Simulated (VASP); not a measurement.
Input of a VASP 6.6.1 run:

Contents of INCAR:

```
SYSTEM = SrO
PREC     = Accurate       ! precision mode
ENCUT    = 520            ! plane-wave cutoff, eV
EDIFF    = 1E-8           ! SCF threshold, eV
ISMEAR   = 0              ! smearing method
SIGMA    = 0.01           ! smearing width, eV
LREAL    = .False.        ! projectors in reciprocal space
LASPH    = .True.         ! aspherical terms in the spheres
NELM     = 100            ! most SCF steps
ALGO     = Normal         ! electronic algorithm
ISIF     = 2              ! what is computed and relaxed
LWAVE    = .False.        ! write WAVECAR
LCHARG   = .False.        ! write CHGCAR
GGA      = PS             ! functional
LEPSILON = .True.         ! dielectric tensor by DFPT
```

The input KPOINTS:

```
Automatic mesh
0
Gamma
  9 9 9
  0 0 0
```

Contents of POSCAR:

```
SrO
1.0
    0.0000000000      2.5663000000      2.5663000000
    2.5663000000      0.0000000000      2.5663000000
    2.5663000000      2.5663000000      0.0000000000
Sr O
1 1
Direct
    0.5000000000      0.5000000000      0.5000000000
    0.0000000000      0.0000000000      0.0000000000
```

Potentials or basis: VASP PAW PBE potentials, release 64 (Sr_sv, O).

Command:

```console
$ cat potpaw_PBE.64/Sr_sv/POTCAR potpaw_PBE.64/O/POTCAR > POTCAR
$ mpirun -np 1 vasp_std > vasp.out
```

(1) What does it give for the electronic dielectric tensor (diagonal)?

(2) What does it give for the Born charges (mean of the diagonal)?

(3) Estimate the band gap on the k mesh.

## Answers

(1) 3.89.

(2) Sr +2.46; O -2.46 e.

(3) 3.21 eV (least direct gap 3.30 eV).

Caveat: an odd mesh through Γ misses points on the zone boundary, where band edges can lie.
